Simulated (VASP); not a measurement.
Al2SbP3, 6 atoms in the cell. Symmetry: R-3m, No. 166, trigonal system. The conventional cell has a = 5.949 Å, b = 5.949 Å, c = 14.302 Å, α = 90.00°, β = 90.00°, γ = 120.00°. Within 4.5 Å of Al (site symmetry 3m) lie 9 P at 3.44 to 3.47 Å and 3 Sb at 3.49 Å and 4 Al at 3.57 to 3.64 Å. Sb (site symmetry -3m) has 6 P at 2.94 Å and 6 Al at 3.49 Å within 3.9 Å. P (site symmetry 2/m) has 2 Sb at 2.94 Å and 4 P at 2.97 Å and 6 Al at 3.44 to 3.47 Å within 3.9 Å. 

```yaml
Program: VASP 6.6.1
Task: relaxation of cell and atoms
Functional: PBEsol
Potentials_or_basis: VASP PAW PBE potentials, release 64 (Al, Sb, P)
Cutoff: 600 eV
k_mesh: 4 × 4 × 4
Occupations: fermi-dirac, width 0.03 eV
Spin: no spin polarisation
Dipole_correction: no
Further_INCAR_settings: ALGO = Normal; EDIFF = 1e-06; IBRION = 2; EDIFFG = -0.01; NSW = 100; ISIF = 3
```

Potentials or basis: VASP PAW PBE potentials, release 64 (Al, Sb, P).

Launch:

```bash
$ cat potpaw_PBE.64/Al/POTCAR potpaw_PBE.64/Sb/POTCAR potpaw_PBE.64/P/POTCAR > POTCAR
$ mpirun -np 1 vasp_std > vasp.out
```

Hardware: 1 thread of Intel(R) Xeon(R) Platinum 8259CL CPU @ 2.50GHz (Skylake/Cascade Lake) (shared host).

Question: How long does it take, and how much memory?

Answer: Wall time 15 min on 1 thread of Intel(R) Xeon(R) Platinum 8259CL CPU @ 2.50GHz (Skylake/Cascade Lake), with other jobs on the host, peak memory 0.35 GiB. Counts: scf iterations 223, k points 13, ion steps 37.
